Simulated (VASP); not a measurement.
# O (P2/c) in VASP: further runs

Runs on O. Level: PBE. Tasks: single point.

All numbers are computed with VASP 6.6.1; they aren't measurements. Logs are shortened: lines on timing, memory, paths and dates and some standing lists are left out, and cuts for length are marked.

**1. The cell of the first run**

The structure is monoclinic, space group P2/c (No. 13). The conventional cell has a = 3.813 Å, b = 3.712 Å, c = 3.053 Å, α = 90.00°, β = 108.65°, γ = 90.00°. O (site symmetry 1) has 1 O at 1.21 Å within 1.6 Å.

**2. Single point, PBE**

File INCAR:

```
SYSTEM = O
PREC = Accurate
ENCUT = 520
EDIFF = 1E-6
ISMEAR = -1
SIGMA = 0.05
LREAL = .FALSE.
LASPH = .TRUE.
NELM = 80
ALGO = Normal
ISIF = 2
LWAVE = .FALSE.
LCHARG = .TRUE.
GGA = PE
LELF = .TRUE.
LVHAR = .TRUE.
NBANDS = 20
```

File KPOINTS:

```
Automatic mesh
0
G
  7 7 9
  0 0 0
```

File POSCAR:

```
O
1.0
    3.8128015942      0.0000000000      0.0000000000
    0.0000000000      3.7120994368      0.0000000000
   -0.9763106011      0.0000000000      2.8931240072
O
4
Direct
    0.3329660000      0.3058770000      0.1812950000
    0.6670340000      0.3058770000      0.3187050000
    0.6670340000      0.6941230000      0.8187050000
    0.3329660000      0.6941230000      0.6812950000
```

Potentials or basis: VASP PAW PBE potentials, release 64 (O).

Started as:

```
> cat potpaw_PBE.64/O/POTCAR > POTCAR
> mpirun -np 1 vasp_std > vasp.out
```

OUTCAR:

```text
SYSTEM = O
   PREC = Accurate
   ENCUT = 520
   EDIFF = 1E-6
   ISMEAR = -1
   LREAL = .FALSE.
   LASPH = .TRUE.
   NELM = 80
   ISIF = 2
   GGA = PE

 ion  position               nearest neighbor table
   1  0.333  0.306  0.181-   2 1.21
   2  0.667  0.306  0.319-   1 1.21
   3  0.667  0.694  0.819-   4 1.21
   4  0.333  0.694  0.681-   3 1.21

  LATTYP: Found a simple monoclinic cell.
 ALAT       =     3.0534159413
 B/A-ratio  =     1.2157201993
 C/A-ratio  =     1.2487003630
 COS(beta)  =    -0.3197437296

  Lattice vectors:

 A1 = (  -0.9763106011,   0.0000000000,   2.8931240072)
 A2 = (   0.0000000000,  -3.7120994368,   0.0000000000)
 A3 = (   3.8128015942,   0.0000000000,   0.0000000000)

Analysis of symmetry for initial positions (statically):
=====================================================================
 Subroutine PRICEL returns:
 Original cell was already a primitive cell.

 Routine SETGRP: Setting up the symmetry group for a
 simple monoclinic supercell.

 Subroutine GETGRP returns: Found  4 space group operations
 (whereof  2 operations were pure point group operations)
 out of a pool of  4 trial point group operations.

The static configuration has the point symmetry S_2 .
 The point group associated with its full space group is C_2h.

Analysis of symmetry for dynamics (positions and initial velocities):
=====================================================================
 Subroutine PRICEL returns:
 Original cell was already a primitive cell.

 Routine SETGRP: Setting up the symmetry group for a
 simple monoclinic supercell.

 Subroutine GETGRP returns: Found  4 space group operations
 (whereof  2 operations were pure point group operations)
 out of a pool of  4 trial point group operations.

The dynamic configuration has the point symmetry S_2 .
 The point group associated with its full space group is C_2h.

 Subroutine INISYM returns: Found  4 space group operations
 (whereof  2 operations are pure point group operations),
 and found     1 'primitive' translations

----------------------------------------------------------------------------------------

                                     Primitive cell

  volume of cell :      40.9478

  direct lattice vectors                    reciprocal lattice vectors
[... 81 lines left out ...]
 SYSTEM =  O
   PREC   = accura    normal or accurate (medium, high low for compatibility)
   ISTART =      0    job   : 0-new  1-cont  2-samecut
   ICHARG =      2    charge: 1-file 2-atom 10-const
   ISPIN  =      1    spin polarized calculation?
   LNONCOLLINEAR =      F non collinear calculations
   LSORBIT =      F    spin-orbit coupling
   LASPH  =      T    aspherical Exc in radial PAW
   ENCUT  =  520.0 eV  38.22 Ry    6.18 a.u.   7.09  6.90  5.68*2*pi/ulx,y,z
   NELM   =     80;   NELMIN=  2; NELMDL= -5     # of ELM steps
   EDIFF  = 0.1E-05   stopping-criterion for ELM
   LREAL  =      F    real-space projection
   EDIFFG = 0.1E-04   stopping-criterion for IOM
   NSW    =      0    number of steps for IOM
   IBRION =     -1    ionic relax: 0-MD 1-quasi-New 2-CG
   NFREE  =      0    steps in history (QN), initial steepest desc. (CG)
   ISIF   =      2    stress and relaxation
   ISYM   =      2    0-nonsym 1-usesym 2-fastsym
   POTIM  = 0.5000    time-step for ionic-motion
   TEBEG  =    0.0;   TEEND  =   0.0 temperature during run
   PSTRESS=    0.0 pullay stress
   NELECT =      24.0000    total number of electrons
   NUPDOWN=      -1.0000    fix difference up-down
   EMIN   =  10.00;   EMAX   =-10.00  energy-range for DOS
   EFERMI =   0.00;   METHOD = LEGACY
   ISMEAR =    -1;   SIGMA  =   0.05  broadening in eV -4-tet -1-fermi 0-gaus
   EFERMI_NEDOS =   21; number of points for ismear=-14 and -15
   IALGO  =     38    algorithm
   IMIX   =      4    mixing-type and parameters
     AMIX     =   0.40;   BMIX     =  1.00
     AMIX_MAG =   1.60;   BMIX_MAG =  1.00
  volume/ion in A,a.u.               =      10.24        69.08
  Fermi-wavevector in a.u.,A,eV,Ry     =   1.370045  2.589010 25.538467  1.877024
  Thomas-Fermi vector in A             =   2.495867
   LORBIT       =      0    0 simple, 1 ext, 2 COOP (PROOUT), +10 PAW based schemes
   GGA     = PE    functional components
   LHFCALC =     F    Hartree Fock is set to
   AEXX    =    0.0000 exact exchange contribution
   IVDW    =     0    specifies the selected vdW correction
   LEPSILON=     F    determine dielectric tensor
   LRPA    =     F    only Hartree local field effects (RPA)
 non-spin polarized calculation
  energy-cutoff  :      520.00
  volume of cell :       40.95
 maximum number of plane-waves:      1117
   NGX = 15   NGY = 13   NGZ = 11

 number of electron      23.9999992 magnetization

 Free energy of the ion-electron system (eV)
  ---------------------------------------------------
  ext. energy  EPLUGINS =         0.00000000
  ---------------------------------------------------
  free energy    TOTEN  =       -19.54083434 eV

  energy without entropy =      -19.54082060  energy(sigma->0) =      -19.54082747

 E-fermi :   1.2530     XC(G=0):  -9.8565

 val. band max:        0.8923699721   @ k =   0.0000   0.4286   0.0000
 cond. band min:       1.6115237530   @ k =   0.4286   0.4286  -0.0000
 fundamental gap:      0.7191537809
 Fermi energy:         1.2530013266

 k-point     1 :       0.0000    0.0000    0.0000
  band No.  band energies     occupation
      1     -26.8512      2.00000
      2     -24.9113      2.00000
      3     -13.6388      2.00000
      4     -11.3627      2.00000
      5      -8.2341      2.00000
      6      -7.3389      2.00000
[... 541 lines left out ...]
     19      15.5391      0.00000
     20      18.1657      0.00000

 [... further k-points ...]
[... 5 lines left out ...]
  --------------------------------------------------------------------------------------
  -------------------------------------------------------------------------------------
  Total        5.4453291      2.0337223      1.8107459      0.0000000      0.0000000      0.8930885
  in kB      213.0609482     79.5740358     70.8495733      0.0000000      0.0000000     34.9441310
  external PRESSURE =     121.1615191 kB  Pullay stress =       0.0000000 kB

 VOLUME and BASIS-vectors are now :
 -----------------------------------------------------------------------------
  energy-cutoff  :      520.00
  volume of cell :       40.95
      direct lattice vectors                 reciprocal lattice vectors
     3.812801594  0.000000000  0.000000000     0.262274334  0.000000000  0.088506823
     0.000000000  3.712099437  0.000000000     0.000000000  0.269389335  0.000000000
    -0.976310601  0.000000000  2.893124007     0.000000000  0.000000000  0.345647127

 POSITION                                       TOTAL-FORCE (eV/Angst)
 -----------------------------------------------------------------------------------
      1.09253      1.13545      0.52451        -1.556327     -0.096223     -0.449429
      2.23211      1.13545      0.92205         1.556327     -0.096223      0.449429
      1.74396      2.57665      2.36862         1.556327      0.096223      0.449429
      0.60438      2.57665      1.97107        -1.556327      0.096223     -0.449429
 -----------------------------------------------------------------------------------
    total drift:                                0.000000      0.000000     -0.000000

  FREE ENERGIE OF THE ION-ELECTRON SYSTEM (eV)
  ---------------------------------------------------
  free  energy   TOTEN  =       -19.5408343378 eV

  energy  without entropy=      -19.5408205951  energy(sigma->0) =      -19.54082747
```

stdout:

```text
POSCAR found type information on POSCAR O
 POSCAR found :  1 types and       4 ions
 scaLAPACK will be used
 LDA part: xc-table for (Slater+PW92), standard interpolation
 POSCAR, INCAR and KPOINTS ok, starting setup
 FFT: planning ... GRIDC
 FFT: planning ... GRID_SOFT
 FFT: planning ... GRID
 WAVECAR not read
 entering main loop
```

Run time: 52 s. Hardware: 1 thread of AMD EPYC 9R45 (Zen 5), shared host; peak memory 0.16 GiB.

Results:

* Free energy: -19.5408 eV
* Pressure: 12.1 GPa
* Largest force: 1.623 eV/Å
* Band gap on the k mesh: 0.72 eV, indirect (least direct gap 0.95 eV)

Forces in eV/Å, atoms in the order of the input:
```
O   -1.556 -0.096 -0.449
O    1.556 -0.096  0.449
O    1.556  0.096  0.449
O   -1.556  0.096 -0.449
```

Stress tensor (GPa, compression positive):
```
21.31  0.00  3.49
 0.00  7.96  0.00
 3.49  0.00  7.08
```

Levels at points of the mesh, in eV from the valence-band top:
| k point | band 9 | band 10 | band 11 | band 12 | band 13 | band 14 | band 15 | band 16 |
| --- | --- | --- | --- | --- | --- | --- | --- | --- |
| (0.00, 0.00, 0.00) | -4.62 | -4.59 | -0.90 | -0.66 | 1.83 | 1.89 | 10.02 | 11.32 |

Caveat: the standard files for N, O and F lose accuracy on very short bonds; spin is off for a triplet molecule; forces of over 1 eV/Å act on the atoms, so gaps and moduli don't describe the material at rest. A hybrid or GW would open this gap; PBE tends to underestimate it.

**3. Single point, PBE**

This run uses another cell than the first one, of 10.45 Å³/atom, 1.021 times its volume.

File INCAR:

```
SYSTEM = O
  PREC = Accurate
  ENCUT = 520
  EDIFF = 1E-6
  ISMEAR = -1
  SIGMA = 0.05
  LREAL = .False.
  LASPH = .True.
  NELM = 80
  ALGO = Normal
  ISIF = 2
  LWAVE = .False.
  LCHARG = .False.
  GGA = PE
  NBANDS = 20
```

File KPOINTS:

```
Automatic mesh
0
Gamma
  7 7 9
  0 0 0
```

File POSCAR:

```
O
1.0
    3.8396531944      0.0000000000      0.0000000000
    0.0000000000      3.7382418434      0.0000000000
   -0.9831862544      0.0000000000      2.9134987912
O
4
Direct
    0.3329660000      0.3058770000      0.1812950000
    0.6670340000      0.3058770000      0.3187050000
    0.6670340000      0.6941230000      0.8187050000
    0.3329660000      0.6941230000      0.6812950000
```

Potentials or basis: VASP PAW PBE potentials, release 64 (O).

Started as:

```
> cat potpaw_PBE.64/O/POTCAR > POTCAR
> mpirun -np 1 vasp_std > vasp.out
```

Wall time 50 s (1 thread of AMD EPYC 9R45 (Zen 5), shared host); peak memory 0.17 GiB.

It converged, with:

- Free energy: -19.6002 eV
- Pressure: 8.7 GPa
- Largest force: 0.945 eV/Å
- Band gap on the k mesh: 0.70 eV, indirect (least direct gap 0.93 eV)

Forces on the atoms (eV/Å):
```
O   -0.917 -0.024 -0.229
O    0.917 -0.024  0.229
O    0.917  0.024  0.229
O   -0.917  0.024 -0.229
```

Stress tensor (GPa, compression positive):
```
14.69  0.00  1.82
 0.00  6.44  0.00
 1.82  0.00  5.01
```

Levels at points of the mesh, in eV from the valence-band top:
```
           k point  band 9  band 10  band 11  band 12  band 13  band 14  band 15  band 16
(0.00, 0.00, 0.00)   -4.53    -4.50    -0.86    -0.64     1.78     1.84     9.93    11.06
```

Caveat: the standard files for N, O and F lose accuracy on very short bonds; spin is off for a triplet molecule. A k mesh can miss the band edges.
